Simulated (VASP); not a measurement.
Runs of VASP 6.6.1 on MnS. The structure is that of space group F-43m (No. 216), or close to it. The cells are those of the table. 

```tsv
task	spin	cell	k mesh	gap on the mesh (eV)	pressure (GPa)	moment (μB)
single point	collinear, antiferromagnetic start	a = 3.991, b = 3.991, c = 5.645 Å, 4 atoms	8 × 8 × 6	(a)	-4.1	0.00
relaxation of cell and atoms	collinear, antiferromagnetic start	relaxed from a = 3.991, b = 3.991, c = 5.645 Å, 4 atoms	6 × 6 × 4	1.14	0.0	0.00
relaxation of shape and atoms at fixed volume	collinear, antiferromagnetic start	relaxed from a = 3.937, b = 3.937, c = 5.413 Å, 4 atoms	6 × 6 × 4	1.21	-1.0	0.00
single point	collinear, ferromagnetic start	a = 3.991, b = 3.991, c = 5.645 Å, 4 atoms	8 × 8 × 6	(c)	(b)	9.96
relaxation of shape and atoms at fixed volume	collinear, antiferromagnetic start	relaxed from a = 3.885, b = 3.885, c = 5.341 Å, 4 atoms	6 × 6 × 4	1.05	1.2	0.00
```

Alike in all rows: level PBE; potentials or basis VASP PAW PBE potentials, release 64 (Mn_pv, S); cutoff (eV) 500; smearing gaussian 0.05 eV.

Estimate the missing entries.

(a) 1.43; (b) 0.1; (c) none.

Caveats: the antiferromagnetic order is the one typed at the start, and another may lie lower (at least some runs); the cell stands under tension (at least some runs); semilocal functionals often make such compounds metallic where correlation or magnetic order opens a gap, which also shifts bond lengths (at least some runs); the run started ferromagnetic, and an antiferromagnetic order may lie lower in energy (at least some runs).

A k mesh can miss the band edges.
